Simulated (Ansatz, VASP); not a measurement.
## AlGa3N4 in VASP and in Ansatz

INCAR

```
SYSTEM = AlGa3N4
PREC = Accurate
ENCUT = 520
EDIFF = 1E-6
ISMEAR = 0
SIGMA = 0.05
LREAL = .False.
LASPH = .True.
NELM = 100
ALGO = Normal
ISIF = 2
LWAVE = .False.
LCHARG = .False.
GGA = PS
NBANDS = 41
```

KPOINTS

```
regular mesh
0
Gamma
  6 8 6
  0 0 0
```

The input POSCAR:

```
AlGa3N4
1.0
    5.1423512025      0.0000000000      0.0001215039
    0.0000000000      3.1649848011      0.0000000000
   -0.0035856884      0.0000000000      5.4784941380
Al Ga N
1 3 4
Direct
    0.0006034235      0.5000000000      0.6673576246
    0.4991167026      0.5000000000      0.3349195796
    0.4990273840      0.0000000000      0.8315570006
    0.9998617813      0.0000000000      0.1661805284
    0.0959328066      0.5000000000      0.3559979093
    0.0939100327      0.0000000000      0.8422765535
    0.5967076922      0.0000000000      0.1821167811
    0.6074963991      0.5000000000      0.6831969997
```

Input for Ansatz:

```yaml
crystal:
  lattice:
    - [5.1423512025, 0.0, 0.0001215039]
    - [0.0, 3.1649848011, 0.0]
    - [-0.0035856884, 0.0, 5.478494138]
  atoms:
    - { symbol: Al, position: [0.0006034235, 0.5, 0.6673576246] }
    - { symbol: Ga, position: [0.4991167026, 0.5, 0.3349195796] }
    - { symbol: Ga, position: [0.499027384, 0.0, 0.8315570006] }
    - { symbol: Ga, position: [0.9998617813, 0.0, 0.1661805284] }
    - { symbol: "N", position: [0.0959328066, 0.5, 0.3559979093] }
    - { symbol: "N", position: [0.0939100327, 0.0, 0.8422765535] }
    - { symbol: "N", position: [0.5967076922, 0.0, 0.1821167811] }
    - { symbol: "N", position: [0.6074963991, 0.5, 0.6831969997] }
basis:
  ecutwfc: 420
kpoints:
  mp_grid: { grid: [6, 8, 6] }
hamiltonian:
  xc: pbesol
scf:
  occupations: { method: gaussian, width: 0.05 }
output:
  forces: true
  stress: true
  eigenvalues: true
```

Change from the starting cell: all N atoms moved +0.150 Å, as atom 5 towards its neighbour atom 8 (N) at 3.087 Å.

Alike in both runs: task single point; functional PBEsol; k mesh 6 × 8 × 6; occupations gaussian, width 0.05 eV; no spin polarisation.

```csv
,VASP,Ansatz
version,VASP 6.6.1,Ansatz 0.2.0
potentials or method,"VASP PAW PBE potentials, release 64 (Al, Ga_d, N), cutoff 520 eV","scalar-relativistic, plane waves, PAW"
valence electrons in the cell,62,62
```

Ansatz gave:

- gap on the k mesh at the Fermi level (eV): 2.20
- least direct gap on the mesh (eV): 2.20
- pressure (GPa): 2.4
- traceless stress, the component that is largest in VASP (GPa): -7.83
- rms of the force components (eV/Å): 1.092

Task: Estimate VASP's values.

Result: gap on the k mesh at the Fermi level (eV): 2.21; least direct gap on the mesh (eV): 2.21; pressure (GPa): 2.2; traceless stress, the component that is largest in VASP (GPa): -7.69; rms of the force components (eV/Å): 1.086.

VASP's potentials were made for PBE, not for PBEsol. Atom by atom the forces differ by 0.015 eV/Å (rms over components).
